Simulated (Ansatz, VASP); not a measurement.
## One calculation of SnPb5S6, two programs

File INCAR:

```
SYSTEM = SnPb5S6
PREC     = Accurate       ! precision mode
ENCUT    = 520            ! plane-wave cutoff, eV
EDIFF    = 1E-6           ! SCF threshold, eV
ISMEAR   = 0              ! smearing method
SIGMA    = 0.2            ! smearing width, eV
LREAL    = .False.        ! projectors in reciprocal space
LASPH    = .True.         ! aspherical terms in the spheres
NELM     = 60             ! most SCF steps
ALGO     = Normal         ! electronic algorithm
ISIF     = 2              ! what is computed and relaxed
LWAVE    = .False.        ! write WAVECAR
LCHARG   = .True.         ! write CHGCAR
GGA      = PE             ! functional
LELF     = .True.         ! ELF
LVHAR    = .True.       
NBANDS   = 72             ! bands
```

File KPOINTS:

```
regular mesh
0
Gamma
  6 6 1
  0 0 0
```

File POSCAR:

```
SnPb5S6
1.0
    4.2306369441      0.0000000029      0.0000000000
   -2.1153184745      3.6638390663      0.0000000000
    0.0000000000      0.0000000000     20.7312931012
Sn Pb S
1 5 6
Direct
    0.0000000000      0.0000000000      1.0000000000
    0.3333333333      0.6666666667      0.8361451154
    0.6666666667      0.3333333333      0.6680591794
    0.0000000000      1.0000000000      0.5000000000
    0.3333333333      0.6666666667      0.3319408206
    0.6666666667      0.3333333333      0.1638548846
    0.6666666667      0.3333333333      0.9207630844
    0.0000000000      1.0000000000      0.7521741403
    0.3333333333      0.6666666667      0.5840412088
    0.6666666667      0.3333333333      0.4159587912
    0.0000000000      0.0000000000      0.2478258597
    0.3333333333      0.6666666667      0.0792369156
```

Input for Ansatz:

```yaml
crystal:
  lattice:
    - [4.2306369441, 2.9e-09, 0.0]
    - [-2.1153184745, 3.6638390663, 0.0]
    - [0.0, 0.0, 20.7312931012]
  atoms:
    - { symbol: Sn, position: [0.0, 0.0, 1.0] }
    - { symbol: Pb, position: [0.3333333333, 0.6666666667, 0.8361451154] }
    - { symbol: Pb, position: [0.6666666667, 0.3333333333, 0.6680591794] }
    - { symbol: Pb, position: [0.0, 1.0, 0.5] }
    - { symbol: Pb, position: [0.3333333333, 0.6666666667, 0.3319408206] }
    - { symbol: Pb, position: [0.6666666667, 0.3333333333, 0.1638548846] }
    - { symbol: S, position: [0.6666666667, 0.3333333333, 0.9207630844] }
    - { symbol: S, position: [0.0, 1.0, 0.7521741403] }
    - { symbol: S, position: [0.3333333333, 0.6666666667, 0.5840412088] }
    - { symbol: S, position: [0.6666666667, 0.3333333333, 0.4159587912] }
    - { symbol: S, position: [0.0, 0.0, 0.2478258597] }
    - { symbol: S, position: [0.3333333333, 0.6666666667, 0.0792369156] }
basis:
  ecutwfc: 420
kpoints:
  mp_grid: { grid: [6, 6, 1] }
hamiltonian:
  xc: pbe
scf:
  occupations: { method: gaussian, width: 0.2 }
  lower_state_search: "off"
output:
  forces: true
  stress: true
  eigenvalues: true
```

Alike in both runs: task single point; functional PBE; k mesh 6 × 6 × 1; occupations gaussian, width 0.2 eV; no spin polarisation.

|  | VASP | Ansatz |
| --- | --- | --- |
| version | VASP 6.6.1 | Ansatz 0.2.0 |
| potentials or method | VASP PAW PBE potentials, release 64 (Sn_d, Pb_d, S), cutoff 520 eV | scalar-relativistic, plane waves, PAW |
| valence electrons in the cell | 120 | 120 |

|  | VASP | Ansatz | Ansatz less VASP |
| --- | --- | --- | --- |
| gap on the k mesh at the Fermi level (eV) | 0.31 | 0.30 | -0.005 |
| least direct gap on the mesh (eV) | 0.31 | 0.30 | -0.005 |
| pressure (GPa) | -0.1 | 0.0 | +0.07 |
| rms of the force components (eV/Å) | 0.003 | 0.004 | +0.0001 |

Atom by atom the forces differ by 0.000 eV/Å (rms over components). With one functional, cell and mesh, what is left measures potentials, basis and numerics.

Spin-orbit coupling is off throughout.
